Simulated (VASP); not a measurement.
# AgB2 (P6/mmm) in VASP: single point with PBEsol+D4

Aim: the single point of AgB2 with PBEsol+D4.

All numbers are computed with VASP 6.6.1; they aren't measurements. Logs are shortened: lines on timing, memory, paths and dates and some standing lists are left out, and cuts for length are marked.

**1. The cell of the first run**

Symmetry: P6/mmm, No. 191, hexagonal system. The conventional cell has a = 3.027 Å, b = 3.027 Å, c = 4.064 Å, α = 90.00°, β = 90.00°, γ = 120.00°. Ag (site symmetry 6/mmm) has 12 B at 2.68 Å and 6 Ag at 3.03 Å within 3.5 Å. B (site symmetry -6m2) has 3 B at 1.75 Å within 2.3 Å.

**2. Single point, PBEsol+D4**

File INCAR:

```
SYSTEM = AgB2
PREC = Accurate ; ENCUT = 500
EDIFF = 1E-6 ; ISMEAR = 1
SIGMA = 0.15 ; LREAL = .False.
LASPH = .True. ; NELM = 120
ALGO = Normal ; ISIF = 2
LWAVE = .False. ; LCHARG = .False.
GGA = PS ; IVDW = 13
NBANDS = 16 ; GGA_COMPAT = .False.
```

File KPOINTS:

```
Automatic mesh
0
Gamma
  9 9 6
  0 0 0
```

File POSCAR:

```
AgB2
1.0
    3.0268000000      0.0000000000      0.0000000000
   -1.5134000000      2.6212856922      0.0000000000
    0.0000000000      0.0000000000      4.0639200000
Ag B
1 2
Direct
    0.0000000000      0.0000000000      0.0000000000
    0.3333333333      0.6666666667      0.5000000000
    0.6666666667      0.3333333333      0.5000000000
```

Potentials or basis: VASP PAW PBE potentials, release 64 (Ag, B).

Command:

```bash
> cat potpaw_PBE.64/Ag/POTCAR potpaw_PBE.64/B/POTCAR > POTCAR
> mpirun -np 1 vasp_std > vasp.out
```

OUTCAR:

```text
SYSTEM = AgB2
   PREC = Accurate
   ENCUT = 500
   EDIFF = 1E-6
   ISMEAR = 1
   LREAL = .False.
   LASPH = .True.
   NELM = 120
   ISIF = 2
   GGA = PS
   IVDW = 13

 ion  position               nearest neighbor table
   1  0.000  0.000  0.000-   2 2.68   3 2.68   2 2.68   3 2.68   3 2.68   3 2.68   2 2.68   2 2.68
                             3 2.68   3 2.68   2 2.68   2 2.68
   2  0.333  0.667  0.500-   3 1.75   3 1.75   3 1.75   1 2.68   1 2.68   1 2.68   1 2.68   1 2.68
                             1 2.68
   3  0.667  0.333  0.500-   2 1.75   2 1.75   2 1.75   1 2.68   1 2.68   1 2.68   1 2.68   1 2.68
                             1 2.68

  LATTYP: Found a hexagonal cell.
 ALAT       =     3.0268000000
 C/A-ratio  =     1.3426456984

  Lattice vectors:

 A1 = (   3.0268000000,   0.0000000000,   0.0000000000)
 A2 = (  -1.5134000000,   2.6212856922,   0.0000000000)
 A3 = (   0.0000000000,   0.0000000000,   4.0639200000)

Analysis of symmetry for initial positions (statically):
=====================================================================
 Subroutine PRICEL returns:
 Original cell was already a primitive cell.

 Routine SETGRP: Setting up the symmetry group for a
 hexagonal supercell.

 Subroutine GETGRP returns: Found 24 space group operations
 (whereof 24 operations were pure point group operations)
 out of a pool of 24 trial point group operations.

The static configuration has the point symmetry D_6h.

Analysis of symmetry for dynamics (positions and initial velocities):
=====================================================================
 Subroutine PRICEL returns:
 Original cell was already a primitive cell.

 Routine SETGRP: Setting up the symmetry group for a
 hexagonal supercell.

 Subroutine GETGRP returns: Found 24 space group operations
 (whereof 24 operations were pure point group operations)
 out of a pool of 24 trial point group operations.

The dynamic configuration has the point symmetry D_6h.

 Subroutine INISYM returns: Found 24 space group operations
 (whereof 24 operations are pure point group operations),
 and found     1 'primitive' translations

----------------------------------------------------------------------------------------

                                     Primitive cell

  volume of cell :      32.2436

  direct lattice vectors                    reciprocal lattice vectors
     3.026800000  0.000000000  0.000000000     0.330381922  0.190746091  0.000000000
    -1.513400000  2.621285692  0.000000000     0.000000000  0.381492183  0.000000000
     0.000000000  0.000000000  4.063920000     0.000000000  0.000000000  0.246067836

  length of vectors
     3.026800000  3.026800000  4.063920000     0.381492183  0.381492183  0.246067836

  position of ions in fractional coordinates (direct lattice)
     0.000000000  0.000000000  0.000000000
     0.333333333  0.666666667  0.500000000
     0.666666667  0.333333333  0.500000000

  ion indices of the primitive-cell ions
   primitive index   ion index
                 1           1
                 2           2
                 3           3

----------------------------------------------------------------------------------------

 KPOINTS: Automatic mesh

Automatic generation of k-mesh.
 Grid dimensions read from file:
 generate k-points for:    9    9    6

 Generating k-lattice:

  Cartesian coordinates                     Fractional coordinates (reciprocal lattice)
     0.036709102  0.021194010  0.000000000     0.111111111 -0.000000000  0.000000000
     0.000000000  0.042388020  0.000000000     0.000000000  0.111111111  0.000000000
     0.000000000  0.000000000  0.041011306     0.000000000  0.000000000  0.166666667

  Length of vectors
     0.042388020  0.042388020  0.041011306

  Shift w.r.t. Gamma in fractional coordinates (k-lattice)
     0.000000000  0.000000000  0.000000000

 Subroutine IBZKPT returns following result:
 ===========================================

 Found     48 irreducible k-points:

 Following reciprocal coordinates:
            Coordinates               Weight
  0.000000  0.000000  0.000000      1.000000
  0.111111  0.000000  0.000000      6.000000
  0.222222 -0.000000  0.000000      6.000000
  0.333333 -0.000000  0.000000      6.000000
  0.444444 -0.000000  0.000000      6.000000
  0.111111  0.111111  0.000000      6.000000
[... 16 lines left out ...]
  0.333333  0.222222  0.166667     24.000000
  0.333333  0.333333  0.166667      4.000000
 [... further k-points ...]
   k-points           NKPTS =     48   k-points in BZ     NKDIM =     48   number of bands    NBANDS=     16
   number of dos      NEDOS =    301   number of ions     NIONS =      3
   total plane-waves  NPLWV =  17280
   dimension x,y,z NGX =    24 NGY =   24 NGZ =   30
   dimension x,y,z NGXF=    48 NGYF=   48 NGZF=   60
   ions per type =               1   2
   NGX,Y,Z   is equivalent  to a cutoff of  13.18, 13.18, 12.27 a.u.
   NGXF,Y,Z  is equivalent  to a cutoff of  26.36, 26.36, 24.54 a.u.
 SYSTEM =  AgB2
   PREC   = accura    normal or accurate (medium, high low for compatibility)
   ISTART =      0    job   : 0-new  1-cont  2-samecut
   ICHARG =      2    charge: 1-file 2-atom 10-const
   ISPIN  =      1    spin polarized calculation?
   LNONCOLLINEAR =      F non collinear calculations
   LSORBIT =      F    spin-orbit coupling
   LASPH  =      T    aspherical Exc in radial PAW
   ENCUT  =  500.0 eV  36.75 Ry    6.06 a.u.   5.52  5.52  7.41*2*pi/ulx,y,z
   NELM   =    120;   NELMIN=  2; NELMDL= -5     # of ELM steps
   EDIFF  = 0.1E-05   stopping-criterion for ELM
   LREAL  =      F    real-space projection
   EDIFFG = 0.1E-04   stopping-criterion for IOM
   NSW    =      0    number of steps for IOM
   IBRION =     -1    ionic relax: 0-MD 1-quasi-New 2-CG
   NFREE  =      0    steps in history (QN), initial steepest desc. (CG)
   ISIF   =      2    stress and relaxation
   ISYM   =      2    0-nonsym 1-usesym 2-fastsym
   POTIM  = 0.5000    time-step for ionic-motion
   TEBEG  =    0.0;   TEEND  =   0.0 temperature during run
   PSTRESS=    0.0 pullay stress
   NELECT =      17.0000    total number of electrons
   NUPDOWN=      -1.0000    fix difference up-down
   EMIN   =  10.00;   EMAX   =-10.00  energy-range for DOS
   EFERMI =   0.00;   METHOD = LEGACY
   ISMEAR =     1;   SIGMA  =   0.15  broadening in eV -4-tet -1-fermi 0-gaus
   EFERMI_NEDOS =   21; number of points for ismear=-14 and -15
   IALGO  =     38    algorithm
   IMIX   =      4    mixing-type and parameters
     AMIX     =   0.40;   BMIX     =  1.00
     AMIX_MAG =   1.60;   BMIX_MAG =  1.00
  volume/ion in A,a.u.               =      10.75        72.53
  Fermi-wavevector in a.u.,A,eV,Ry     =   1.322544  2.499245 23.798251  1.749122
  Thomas-Fermi vector in A             =   2.452217
   LORBIT       =      0    0 simple, 1 ext, 2 COOP (PROOUT), +10 PAW based schemes
   GGA     = PS    functional components
   LHFCALC =     F    Hartree Fock is set to
   AEXX    =    0.0000 exact exchange contribution
   IVDW    =    13    specifies the selected vdW correction
   LEPSILON=     F    determine dielectric tensor
   LRPA    =     F    only Hartree local field effects (RPA)
 non-spin polarized calculation
 Methfessel and Paxton  Order N= 1 SIGMA  =   0.15
  energy-cutoff  :      500.00
  volume of cell :       32.24
 maximum number of plane-waves:       855
 NGX is ok and might be reduce to    24
   NGX = 11   NGY = 11   NGZ = 15

 number of electron      16.9999996 magnetization

 Free energy of the ion-electron system (eV)
  ---------------------------------------------------
  ext. energy  EPLUGINS =         0.00000000
  ---------------------------------------------------
  free energy    TOTEN  =       -15.79880614 eV

  energy without entropy =      -15.79841972  energy(sigma->0) =      -15.79867733

 E-fermi :   6.8081     XC(G=0): -12.1215

 val. band max:        6.7991083016   @ k =   0.2222  -0.0000   0.1667
 cond. band min:       6.9726000841   @ k =   0.1111   0.1111   0.3333
 fundamental gap:      0.1734917825
 Fermi energy:         6.8081179544

 k-point     1 :       0.0000    0.0000    0.0000
  band No.  band energies     occupation
      1      -5.1600      2.00000
      2       1.2688      2.00000
      3       2.1855      2.00000
      4       2.1855      2.00000
      5       3.1053      2.00000
      6       3.1053      2.00000
[... 8 lines left out ...]
     15      23.2597      0.00000
     16      24.3883      0.00000

 k-point     2 :       0.1111    0.0000    0.0000
  band No.  band energies     occupation
      1      -4.9362      2.00000
      2       1.4253      2.00000
      3       2.0665      2.00000
      4       2.2758      2.00000
      5       2.3252      2.00000
      6       3.0727      2.00000
[... 8 lines left out ...]
     15      23.5970      0.00000
     16      23.9190      0.00000

 k-point     3 :       0.2222   -0.0000    0.0000
  band No.  band energies     occupation
      1      -4.2765      2.00000
      2       1.5719      2.00000
      3       1.6794      2.00000
      4       1.9338      2.00000
      5       2.7043      2.00000
      6       2.9910      2.00000
[... 8 lines left out ...]
     15      21.7838      0.00000
     16      22.5694      0.00000

 k-point     4 :       0.3333   -0.0000    0.0000
  band No.  band energies     occupation
      1      -3.2160      2.00000
      2       1.0596      2.00000
      3       1.3013      2.00000
      4       1.8130      2.00000
      5       2.8997      2.00000
      6       3.2019      2.00000
[... 8 lines left out ...]
     15      20.1430      0.00000
     16      22.4307      0.00000
[... 324 lines left out ...]
 k-point    22 :       0.2222    0.2222    0.1667
  band No.  band energies     occupation
      1      -2.5224      2.00000
      2       1.0708      2.00000
      3       1.2881      2.00000
      4       1.9972      2.00000
      5       2.2685      2.00000
      6       3.3268      2.00000
[... 8 lines left out ...]
     15      19.1054      0.00000
     16      20.9252      0.00000

 k-point    23 :       0.3333    0.2222    0.1667
  band No.  band energies     occupation
      1      -1.2582      2.00000
      2       0.1446      2.00000
      3       1.3214      2.00000
      4       1.7885      2.00000
      5       2.0113      2.00000
      6       3.3925      2.00000
[... 8 lines left out ...]
     15      19.6486      0.00000
     16      20.9682      0.00000

 k-point    24 :       0.3333    0.3333    0.1667
  band No.  band energies     occupation
      1      -0.1928      2.00000
      2      -0.1928      2.00000
      3       0.7239      2.00000
      4       1.8735      2.00000
      5       1.8735      2.00000
      6       3.4135      2.00000
[... 8 lines left out ...]
     15      20.2960      0.00000
     16      20.2960      0.00000

 [... further k-points ...]

------------------------ aborting loop because EDIFF is reached ----------------------------------------

  DFT-D4 for vdW energy calculation

  Edisp (eV):   -0.63160

  FORCE on cell =-STRESS in cart. coord.  units (eV):
  Direction    XX          YY          ZZ          XY          YZ          ZX
  --------------------------------------------------------------------------------------
  -------------------------------------------------------------------------------------
  Total      -1.73988    -1.73988    -1.97972     0.00000     0.00000     0.00000
  in kB     -86.45434   -86.45434   -98.37184     0.00000     0.00000     0.00000
  external pressure =      -90.43 kB  Pullay stress =        0.00 kB

 VOLUME and BASIS-vectors are now :
 -----------------------------------------------------------------------------
  energy-cutoff  :      500.00
  volume of cell :       32.24
      direct lattice vectors                 reciprocal lattice vectors
     3.026800000  0.000000000  0.000000000     0.330381922  0.190746091  0.000000000
    -1.513400000  2.621285692  0.000000000     0.000000000  0.381492183  0.000000000
     0.000000000  0.000000000  4.063920000     0.000000000  0.000000000  0.246067836

 POSITION                                       TOTAL-FORCE (eV/Angst)
 -----------------------------------------------------------------------------------
      0.00000      0.00000      0.00000         0.000000      0.000000      0.000000
     -0.00000      1.74752      2.03196        -0.000000      0.000000      0.000000
      1.51340      0.87376      2.03196         0.000000      0.000000      0.000000
 -----------------------------------------------------------------------------------
    total drift:                               -0.000000      0.000000     -0.000000

  FREE ENERGIE OF THE ION-ELECTRON SYSTEM (eV)
  ---------------------------------------------------
  free  energy   TOTEN  =       -16.4304105854 eV

  energy  without entropy=      -16.4300241669  energy(sigma->0) =      -16.43028178
```

Wall time 9.8 s (1 thread of AMD EPYC 9R45 (Zen 5), shared host); peak memory 0.13 GiB.

Results:

| Item | Value |
| --- | --- |
| Free energy | -16.4304 eV |
| Pressure | -9.0 GPa |
| Band gap on the k mesh | zero (an odd number of electrons rules out a gap without spin polarisation) |
| Dispersion energy per atom | -0.211 eV |

Stress tensor (GPa, compression positive):
```
-8.65  0.00  0.00
 0.00 -8.65  0.00
 0.00  0.00 -9.84
```

Caveat: the cell stands under tension; the PAW data sets were made with another functional, which shifts forces and pressure a little.

The gap in the log of VASP goes by the Fermi energy; the results here count the filled bands.